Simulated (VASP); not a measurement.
# AlAg (P-6m2) in VASP: single point with LDA

Aim: the single point of AlAg with LDA.

Everything below comes from runs of VASP 6.6.1. Logs are shortened: lines on timing, memory, paths and dates and some standing lists are left out, and cuts for length are marked.

## (1) The cell of the first run

The structure is hexagonal, space group P-6m2 (No. 187). The conventional cell has a = 2.926 Å, b = 2.926 Å, c = 4.428 Å, α = 90.00°, β = 90.00°, γ = 120.00°. Al (site symmetry -6m2) has 6 Ag at 2.78 Å and 6 Al at 2.93 Å within 3.7 Å. Ag (site symmetry -6m2) has 6 Al at 2.78 Å and 6 Ag at 2.93 Å within 3.7 Å.

## (2) Single point, LDA

File INCAR:

```
SYSTEM = AlAg
  ALGO = Normal
  EDIFF = 1E-6
  ENCUT = 500
  GGA = CA
  GGA_COMPAT = .FALSE.
  ISIF = 2
  ISMEAR = 1
  LASPH = .TRUE.
  LCHARG = .FALSE.
  LREAL = .FALSE.
  LWAVE = .FALSE.
  NBANDS = 14
  NELM = 120
  PREC = Accurate
  SIGMA = 0.3
```

File KPOINTS:

```
k-points
0
G
  9 9 5
  0 0 0
```

File POSCAR:

```
AlAg
1.0
    2.9263870000      0.0000000000      0.0000000000
   -1.4631930000      2.5343250000      0.0000000000
    0.0000000000      0.0000000000      4.4276040000
Al Ag
1 1
Direct
    0.0000000000      0.0000000000      0.5000000000
    0.6666666667      0.3333333333      0.0000000000
```

Potentials or basis: VASP PAW LDA potentials, release 64 (Al, Ag).

Run with:

```sh
$ cat potpaw_LDA.64/Al/POTCAR potpaw_LDA.64/Ag/POTCAR > POTCAR
$ mpirun -np 1 vasp_std > vasp.out
```

OUTCAR:

```text
SYSTEM = AlAg
   EDIFF = 1E-6
   ENCUT = 500
   GGA = CA
   ISIF = 2
   ISMEAR = 1
   LASPH = .TRUE.
   LREAL = .FALSE.
   NELM = 120
   PREC = Accurate

 ion  position               nearest neighbor table
   1  0.000  0.000  0.500-   2 2.78   2 2.78   2 2.78   2 2.78   2 2.78   2 2.78
   2  0.667  0.333  0.000-   1 2.78   1 2.78   1 2.78   1 2.78   1 2.78   1 2.78

  LATTYP: Found a hexagonal cell.
 ALAT       =     2.9263870000
 C/A-ratio  =     1.5129933259

  Lattice vectors:

 A1 = (   2.9263870000,   0.0000000000,   0.0000000000)
 A2 = (  -1.4631930000,   2.5343250000,   0.0000000000)
 A3 = (   0.0000000000,   0.0000000000,   4.4276040000)

Analysis of symmetry for initial positions (statically):
=====================================================================
 Subroutine PRICEL returns:
 Original cell was already a primitive cell.

 Routine SETGRP: Setting up the symmetry group for a
 hexagonal supercell.

 Subroutine GETGRP returns: Found 12 space group operations
 (whereof 12 operations were pure point group operations)
 out of a pool of 24 trial point group operations.

The static configuration has the point symmetry D_3h.

Analysis of symmetry for dynamics (positions and initial velocities):
=====================================================================
 Subroutine PRICEL returns:
 Original cell was already a primitive cell.

 Routine SETGRP: Setting up the symmetry group for a
 hexagonal supercell.

 Subroutine GETGRP returns: Found 12 space group operations
 (whereof 12 operations were pure point group operations)
 out of a pool of 24 trial point group operations.

The dynamic configuration has the point symmetry D_3h.

 Subroutine INISYM returns: Found 12 space group operations
 (whereof 12 operations are pure point group operations),
 and found     1 'primitive' translations

----------------------------------------------------------------------------------------

                                     Primitive cell

  volume of cell :      32.8370

  direct lattice vectors                    reciprocal lattice vectors
     2.926387000  0.000000000  0.000000000     0.341718303  0.197291125  0.000000000
    -1.463193000  2.534325000  0.000000000     0.000000000  0.394582384  0.000000000
     0.000000000  0.000000000  4.427604000     0.000000000  0.000000000  0.225855790

  length of vectors
     2.926387000  2.926386331  4.427604000     0.394582294  0.394582384  0.225855790

  position of ions in fractional coordinates (direct lattice)
     0.000000000  0.000000000  0.500000000
     0.666666667  0.333333333  0.000000000

  ion indices of the primitive-cell ions
   primitive index   ion index
                 1           1
                 2           2

----------------------------------------------------------------------------------------

 KPOINTS: k-points

Automatic generation of k-mesh.
 Grid dimensions read from file:
 generate k-points for:    9    9    5

 Generating k-lattice:

  Cartesian coordinates                     Fractional coordinates (reciprocal lattice)
     0.037968700  0.021921236  0.000000000     0.111111111  0.000000000  0.000000000
     0.000000000  0.043842487  0.000000000     0.000000000  0.111111111  0.000000000
     0.000000000  0.000000000  0.045171158     0.000000000  0.000000000  0.200000000

  Length of vectors
     0.043842477  0.043842487  0.045171158

  Shift w.r.t. Gamma in fractional coordinates (k-lattice)
     0.000000000  0.000000000  0.000000000

 Subroutine IBZKPT returns following result:
 ===========================================

 Found     36 irreducible k-points:

 Following reciprocal coordinates:
            Coordinates               Weight
  0.000000  0.000000  0.000000      1.000000
  0.111111  0.000000  0.000000      6.000000
  0.222222  0.000000  0.000000      6.000000
  0.333333  0.000000  0.000000      6.000000
  0.444444  0.000000  0.000000      6.000000
  0.111111  0.111111  0.000000      6.000000
[... 16 lines left out ...]
  0.333333  0.222222  0.200000     24.000000
  0.333333  0.333333  0.200000      4.000000
 [... further k-points ...]
   k-points           NKPTS =     36   k-points in BZ     NKDIM =     36   number of bands    NBANDS=     14
   number of dos      NEDOS =    301   number of ions     NIONS =      2
   total plane-waves  NPLWV =  18432
   dimension x,y,z NGX =    24 NGY =   24 NGZ =   32
   dimension x,y,z NGXF=    48 NGYF=   48 NGZF=   64
   ions per type =               1   1
   NGX,Y,Z   is equivalent  to a cutoff of  13.63, 13.63, 12.02 a.u.
   NGXF,Y,Z  is equivalent  to a cutoff of  27.27, 27.27, 24.03 a.u.
 SYSTEM =  AlAg
   PREC   = accura    normal or accurate (medium, high low for compatibility)
   ISTART =      0    job   : 0-new  1-cont  2-samecut
   ICHARG =      2    charge: 1-file 2-atom 10-const
   ISPIN  =      1    spin polarized calculation?
   LNONCOLLINEAR =      F non collinear calculations
   LSORBIT =      F    spin-orbit coupling
   LASPH  =      T    aspherical Exc in radial PAW
   ENCUT  =  500.0 eV  36.75 Ry    6.06 a.u.   5.34  5.34  8.07*2*pi/ulx,y,z
   NELM   =    120;   NELMIN=  2; NELMDL= -5     # of ELM steps
   EDIFF  = 0.1E-05   stopping-criterion for ELM
   LREAL  =      F    real-space projection
   EDIFFG = 0.1E-04   stopping-criterion for IOM
   NSW    =      0    number of steps for IOM
   IBRION =     -1    ionic relax: 0-MD 1-quasi-New 2-CG
   NFREE  =      0    steps in history (QN), initial steepest desc. (CG)
   ISIF   =      2    stress and relaxation
   ISYM   =      2    0-nonsym 1-usesym 2-fastsym
   POTIM  = 0.5000    time-step for ionic-motion
   TEBEG  =    0.0;   TEEND  =   0.0 temperature during run
   PSTRESS=    0.0 pullay stress
   NELECT =      14.0000    total number of electrons
   NUPDOWN=      -1.0000    fix difference up-down
   EMIN   =  10.00;   EMAX   =-10.00  energy-range for DOS
   EFERMI =   0.00;   METHOD = LEGACY
   ISMEAR =     1;   SIGMA  =   0.30  broadening in eV -4-tet -1-fermi 0-gaus
   EFERMI_NEDOS =   21; number of points for ismear=-14 and -15
   IALGO  =     38    algorithm
   IMIX   =      4    mixing-type and parameters
     AMIX     =   0.40;   BMIX     =  1.00
     AMIX_MAG =   1.60;   BMIX_MAG =  1.00
  volume/ion in A,a.u.               =      16.42       110.80
  Fermi-wavevector in a.u.,A,eV,Ry     =   1.232149  2.328424 20.656245  1.518191
  Thomas-Fermi vector in A             =   2.366931
   LORBIT       =      0    0 simple, 1 ext, 2 COOP (PROOUT), +10 PAW based schemes
   GGA     = CA    functional components
   LHFCALC =     F    Hartree Fock is set to
   AEXX    =    0.0000 exact exchange contribution
   IVDW    =     0    specifies the selected vdW correction
   LEPSILON=     F    determine dielectric tensor
   LRPA    =     F    only Hartree local field effects (RPA)
 non-spin polarized calculation
 Methfessel and Paxton  Order N= 1 SIGMA  =   0.30
  energy-cutoff  :      500.00
  volume of cell :       32.84
 maximum number of plane-waves:       869
 NGX is ok and might be reduce to    24
   NGX = 11   NGY = 11   NGZ = 17

 number of electron      14.0000005 magnetization

 Free energy of the ion-electron system (eV)
  ---------------------------------------------------
  ext. energy  EPLUGINS =         0.00000000
  ---------------------------------------------------
  free energy    TOTEN  =        -8.13245736 eV

  energy without entropy =       -8.13629889  energy(sigma->0) =       -8.13373787

 E-fermi :   8.9280     XC(G=0): -11.5894

 val. band max:        8.6368910299   @ k =   0.4444   0.0000   0.4000
 cond. band min:       8.9636996318   @ k =   0.4444   0.1111   0.4000
 fundamental gap:      0.3268086019
 Fermi energy:         8.9280372318

 k-point     1 :       0.0000    0.0000    0.0000
  band No.  band energies     occupation
      1      -1.5768      2.00000
      2       1.8879      2.00000
      3       3.1764      2.00000
      4       3.1764      2.00000
      5       3.9533      2.00000
      6       3.9533      2.00000
      7       6.0648      2.00000
      8       9.0286      0.46645
      9      19.6756      0.00000
     10      19.6756      0.00000
     11      20.6227      0.00000
     12      20.6227      0.00000
     13      21.4224      0.00000
     14      24.6915      0.00000

 k-point     2 :       0.1111    0.0000    0.0000
  band No.  band energies     occupation
      1      -1.2876      2.00000
      2       2.0656      2.00000
      3       3.0817      2.00000
      4       3.3401      2.00000
      5       3.5526      2.00000
      6       3.9149      2.00000
      7       6.7031      2.00000
      8       9.1809     -0.00044
      9      16.7128      0.00000
     10      18.0867      0.00000
     11      19.9521      0.00000
     12      22.6489      0.00000
     13      23.0428      0.00000
     14      23.2475      0.00000

 k-point     3 :       0.2222    0.0000    0.0000
  band No.  band energies     occupation
      1      -0.4565      2.00000
      2       2.3373      2.00000
      3       2.9291      2.00000
      4       3.0720      2.00000
      5       3.7795      2.00000
      6       3.8190      2.00000
      7       8.0358      2.00022
      8       9.6725     -0.00251
      9      13.1170     -0.00000
     10      16.5312      0.00000
     11      18.8807      0.00000
     12      20.0571      0.00000
     13      22.9224      0.00000
     14      24.5023      0.00000

 k-point     4 :       0.3333    0.0000    0.0000
  band No.  band energies     occupation
      1       0.7565      2.00000
      2       2.2165      2.00000
      3       2.4563      2.00000
      4       3.6381      2.00000
      5       3.7121      2.00000
      6       4.3326      2.00000
      7       9.6601     -0.00301
      8       9.6979     -0.00171
      9      10.8689     -0.00000
     10      15.4039      0.00000
     11      17.2917      0.00000
     12      17.9565      0.00000
     13      19.5281      0.00000
     14      24.0804      0.00000

 k-point     5 :       0.4444    0.0000    0.0000
  band No.  band energies     occupation
      1       1.6290      2.00000
      2       2.2107      2.00000
      3       2.3689      2.00000
      4       3.6435      2.00000
      5       4.3224      2.00000
      6       4.7333      2.00000
      7       7.3983      2.00000
      8      11.2684     -0.00000
      9      12.1975     -0.00000
     10      14.7869     -0.00000
     11      15.1037      0.00000
[... 276 lines left out ...]
 k-point    22 :       0.2222    0.2222    0.2000
  band No.  band energies     occupation
      1       1.5033      2.00000
      2       2.5682      2.00000
      3       2.6940      2.00000
      4       3.0986      2.00000
      5       3.3541      2.00000
      6       5.0305      2.00000
      7       8.2699      2.00814
      8      10.5172     -0.00000
      9      11.0320     -0.00000
     10      14.3487     -0.00000
     11      15.9640      0.00000
     12      17.1093      0.00000
     13      21.6124      0.00000
     14      22.4184      0.00000

 k-point    23 :       0.3333    0.2222    0.2000
  band No.  band energies     occupation
      1       2.1370      2.00000
      2       2.4763      2.00000
      3       2.8619      2.00000
      4       3.1099      2.00000
      5       3.4737      2.00000
      6       6.0388      2.00000
      7       7.8779      2.00001
      8       9.9997     -0.00001
      9      10.8141     -0.00000
     10      13.1747     -0.00000
     11      15.5033      0.00000
     12      16.9705      0.00000
     13      19.2033      0.00000
     14      21.6173      0.00000

 k-point    24 :       0.3333    0.3333    0.2000
  band No.  band energies     occupation
      1       2.4737      2.00000
      2       2.6744      2.00000
      3       2.9009      2.00000
      4       3.0043      2.00000
      5       3.1846      2.00000
      6       7.5471      2.00000
      7       7.6704      2.00000
      8       7.9879      2.00009
      9      12.4846     -0.00000
     10      12.8553     -0.00000
     11      13.5818     -0.00000
     12      18.1264      0.00000
     13      19.1879      0.00000
     14      19.4339      0.00000

 [... further k-points ...]
[... 5 lines left out ...]
  --------------------------------------------------------------------------------------
  -------------------------------------------------------------------------------------
  Total       -0.6892009     -0.6892007     -1.4991280     -0.0000001      0.0000000      0.0000000
  in kB      -33.6274243    -33.6274115    -73.1453043     -0.0000066      0.0000000      0.0000000
  external PRESSURE =     -46.8000467 kB  Pullay stress =       0.0000000 kB

 VOLUME and BASIS-vectors are now :
 -----------------------------------------------------------------------------
  energy-cutoff  :      500.00
  volume of cell :       32.84
      direct lattice vectors                 reciprocal lattice vectors
     2.926387000  0.000000000  0.000000000     0.341718303  0.197291125  0.000000000
    -1.463193000  2.534325000  0.000000000     0.000000000  0.394582384  0.000000000
     0.000000000  0.000000000  4.427604000     0.000000000  0.000000000  0.225855790

 POSITION                                       TOTAL-FORCE (eV/Angst)
 -----------------------------------------------------------------------------------
      0.00000      0.00000      2.21380        -0.000000      0.000000      0.000000
      1.46319      0.84477      0.00000         0.000000      0.000000      0.000000
 -----------------------------------------------------------------------------------
    total drift:                               -0.000003     -0.000002      0.000000

  FREE ENERGIE OF THE ION-ELECTRON SYSTEM (eV)
  ---------------------------------------------------
  free  energy   TOTEN  =        -8.1324573647 eV

  energy  without entropy=       -8.1362988861  energy(sigma->0) =       -8.13373787
```

Wall time 6.2 s (1 thread of AMD EPYC 9R45 (Zen 5), shared host); peak memory 0.11 GiB.

What came out:

```
Free energy            : -8.1325 eV
Pressure               : -4.7 GPa
Band gap on the k mesh : zero (band 7 reaches 10.28 eV, above the bottom of band 8 at 7.76 eV)
```

Stress tensor (GPa, compression positive):
```
-3.36  0.00  0.00
 0.00 -3.36  0.00
 0.00  0.00 -7.31
```
